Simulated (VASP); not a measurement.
# Bi3H (P6_3/mmc) in VASP: notebook, part 2 of 2

VASP 6.6.1. Earlier steps stand in the parts before.

## Step 5: Single point, PBE

This run uses another cell than the first one, of 26.65 Å³/atom.

The input, INCAR:

```
  PREC = Accurate
  ENCUT = 520
  EDIFF = 1E-6
  ISMEAR = 0
  SIGMA = 0.1
  LREAL = F
  LASPH = T
  NELM = 60
  ALGO = Fast
  ISIF = 2
  LWAVE = F
  LCHARG = F
  GGA = PE
  NBANDS = 56
```

The input, KPOINTS:

```
regular mesh
0
Gamma
  6 6 8
```

The input, POSCAR:

```
Bi3H
1.0
    7.6058050522      0.0000000000      0.0000000000
   -3.8029025261      6.5868203915      0.0000000000
    0.0000000000      0.0000000000      4.2557485208
Bi H
6 2
Direct
    0.8101891790      0.6203783579      0.2500000000
    0.1898108210      0.8101891790      0.7500000000
    0.3796216421      0.1898108210      0.2500000000
    0.1898108210      0.3796216421      0.7500000000
    0.8101891790      0.1898108210      0.2500000000
    0.6203783579      0.8101891790      0.7500000000
    0.3333333333      0.6666666667      0.2500000000
    0.6666666667      0.3333333333      0.7500000000
```

Potentials or basis: VASP PAW PBE potentials, release 64 (Bi_d, H).

Launch:

```console
cat potpaw_PBE.64/Bi_d/POTCAR potpaw_PBE.64/H/POTCAR > POTCAR
mpirun -np 1 vasp_std > vasp.out
```

OUTCAR:

```text
PREC = Accurate
   ENCUT = 520
   EDIFF = 1E-6
   ISMEAR = 0
   LREAL = F
   LASPH = T
   NELM = 60
   ISIF = 2
   GGA = PE

 ion  position               nearest neighbor table
   1  0.810  0.620  0.250-   3 3.27   5 3.27   2 3.28   2 3.28   6 3.28   6 3.28
   2  0.190  0.810  0.750-   6 3.27   4 3.27   1 3.28   1 3.28   3 3.28   3 3.28
   3  0.380  0.190  0.250-   5 3.27   1 3.27   2 3.28   2 3.28   4 3.28   4 3.28
   4  0.190  0.380  0.750-   2 3.27   6 3.27   5 3.28   5 3.28   3 3.28   3 3.28
   5  0.810  0.190  0.250-   3 3.27   1 3.27   4 3.28   4 3.28   6 3.28   6 3.28
   6  0.620  0.810  0.750-   2 3.27   4 3.27   5 3.28   5 3.28   1 3.28   1 3.28
   7  0.333  0.667  0.250-
   8  0.667  0.333  0.750-

  LATTYP: Found a hexagonal cell.
 ALAT       =     7.6058050522
 C/A-ratio  =     0.5595395217

  Lattice vectors:

 A1 = (   7.6058050522,   0.0000000000,   0.0000000000)
 A2 = (  -3.8029025261,   6.5868203915,   0.0000000000)
 A3 = (   0.0000000000,   0.0000000000,   4.2557485208)

Analysis of symmetry for initial positions (statically):
[... 195 lines left out ...]

 k-point     1 :       0.0000    0.0000    0.0000
  band No.  band energies     occupation
      1     -16.5907      2.00000
      2     -16.5768      2.00000
      3     -16.5768      2.00000
      4     -16.5549      2.00000
      5     -16.5504      2.00000
      6     -16.5490      2.00000
[... 1405 lines left out ...]
     55      10.8303      0.00000
     56      11.2556      0.00000

 [... further k-points ...]

------------------------ aborting loop because EDIFF is reached ----------------------------------------

  FORCE on cell =-STRESS in cart. coord.  units (eV):
  Direction    XX          YY          ZZ          XY          YZ          ZX
  --------------------------------------------------------------------------------------
  -------------------------------------------------------------------------------------
  Total       -0.0778740     -0.0778740     -0.0721484      0.0000000      0.0000000      0.0000000
  in kB       -0.5852023     -0.5852023     -0.5421758      0.0000000      0.0000000      0.0000000
  external PRESSURE =      -0.5708601 kB  Pullay stress =       0.0000000 kB

 VOLUME and BASIS-vectors are now :
 -----------------------------------------------------------------------------
  energy-cutoff  :      520.00
  volume of cell :      213.20
      direct lattice vectors                 reciprocal lattice vectors
     7.605805052  0.000000000  0.000000000     0.131478521  0.075909160  0.000000000
    -3.802902526  6.586820391  0.000000000     0.000000000  0.151818319  0.000000000
     0.000000000  0.000000000  4.255748521     0.000000000  0.000000000  0.234976290

 POSITION                                       TOTAL-FORCE (eV/Angst)
 -----------------------------------------------------------------------------------
      3.80290      4.08632      1.06394         0.000000      0.003152      0.000000
     -1.63741      5.33657      3.19181        -0.002730      0.001576     -0.000000
      2.16550      1.25025      1.06394        -0.002730     -0.001576      0.000000
     -0.00000      2.50050      3.19181         0.000000     -0.003152     -0.000000
      5.44031      1.25025      1.06394         0.002730     -0.001576      0.000000
      1.63741      5.33657      3.19181         0.002730      0.001576     -0.000000
     -0.00000      4.39121      1.06394         0.000000      0.000000      0.000000
      3.80290      2.19561      3.19181         0.000000      0.000000      0.000000
 -----------------------------------------------------------------------------------
    total drift:                               -0.000000      0.000000      0.000000

  FREE ENERGIE OF THE ION-ELECTRON SYSTEM (eV)
  ---------------------------------------------------
  free  energy   TOTEN  =       -26.6345262691 eV

  energy  without entropy=      -26.6134019359  energy(sigma->0) =      -26.62396410
```

OSZICAR:

```text
N       E                     dE             d eps       ncg     rms          rms(c)
DAV:   1     0.116858453217E+04    0.11686E+04   -0.46897E+04  3944   0.199E+03
DAV:   2     0.126663299709E+03   -0.10419E+04   -0.10229E+04  3920   0.582E+02
DAV:   3    -0.182201495563E+02   -0.14488E+03   -0.14089E+03  4448   0.222E+02
DAV:   4    -0.268238555275E+02   -0.86037E+01   -0.84986E+01  4480   0.548E+01
DAV:   5    -0.272326336992E+02   -0.40878E+00   -0.40853E+00  4928   0.112E+01    0.384E+00
RMM:   6    -0.266243247320E+02    0.60831E+00   -0.78053E-01  4265   0.322E+00    0.959E-01
RMM:   7    -0.266271233987E+02   -0.27987E-02   -0.15531E-01  5346   0.169E+00    0.567E-01
RMM:   8    -0.266339564921E+02   -0.68331E-02   -0.31705E-02  5035   0.896E-01    0.153E-01
RMM:   9    -0.266344718060E+02   -0.51531E-03   -0.14581E-02  6024   0.458E-01    0.741E-02
RMM:  10    -0.266344855143E+02   -0.13708E-04   -0.20448E-03  5207   0.218E-01    0.147E-02
RMM:  11    -0.266345303427E+02   -0.44828E-04   -0.61969E-04  6609   0.106E-01    0.108E-02
RMM:  12    -0.266345287132E+02    0.16295E-05   -0.57423E-05  5946   0.342E-02    0.517E-03
RMM:  13    -0.266345263059E+02    0.24073E-05   -0.11600E-05  4591   0.162E-02    0.111E-03
RMM:  14    -0.266345262691E+02    0.36795E-07   -0.26549E-06  2712   0.100E-02
   1 F= -.26634526E+02 E0= -.26623964E+02  d E =-.211243E-01
```

Wall time 10 min (1 thread of Oxide Virtual Turin-like, shared host); peak memory 0.48 GiB.

Results:

- Free energy: -26.6345 eV
- Pressure: -0.1 GPa
- Largest force: 0.003 eV/Å
- Band gap on the k mesh: zero (bands 46 and 47 overlap by 2.61 eV)

Forces in eV/Å, atoms in the order of the input:
```
Bi   0.000  0.003  0.000
Bi  -0.003  0.002  0.000
Bi  -0.003 -0.002  0.000
Bi   0.000 -0.003  0.000
Bi   0.003 -0.002  0.000
Bi   0.003  0.002  0.000
H    0.000  0.000  0.000
H    0.000  0.000  0.000
```

Caveat: spin-orbit coupling is left out, which moves the levels of the heavy elements.

## Step 6: Summary

| task | cell | k mesh | cutoff (eV) | gap on the mesh (eV) | pressure (GPa) | largest force (eV/Å) |
| --- | --- | --- | --- | --- | --- | --- |
| single point | a = 6.597, b = 6.597, c = 5.295 Å, angles 90.0, 90.0, 120.0°, 8 atoms, atomic positions A | 3 × 3 × 4 | 520 | none | 4.1 | 0.41 |
| single point | a = 7.491, b = 7.491, c = 4.369 Å, angles 90.0, 90.0, 120.0°, 8 atoms, atomic positions B | 3 × 3 × 4 | 520 | none | 0.0 | - |
| relaxation of cell and atoms | relaxed from a = 6.597, b = 6.597, c = 5.295 Å, angles 90.0, 90.0, 120.0°, 8 atoms, atomic positions A | 3 × 3 × 4 | 600 | none | 0.1 | 0.04 |
| single point | a = 7.606, b = 7.606, c = 4.256 Å, angles 90.0, 90.0, 120.0°, 8 atoms, atomic positions C | 6 × 6 × 8 | 520 | none | -0.1 | - |

Alike in all rows: level PBE; potentials or basis VASP PAW PBE potentials, release 64 (Bi_d, H); no spin polarisation; smearing gaussian 0.1 eV.

Caveats: some runs use coarse meshes; spin-orbit coupling is left out, which moves the levels of the heavy elements; a cell axis changed by over 15 % at a fixed basis, so the end point is rough (at least some runs).

Absolute energies hang on the potentials; compare differences alone.
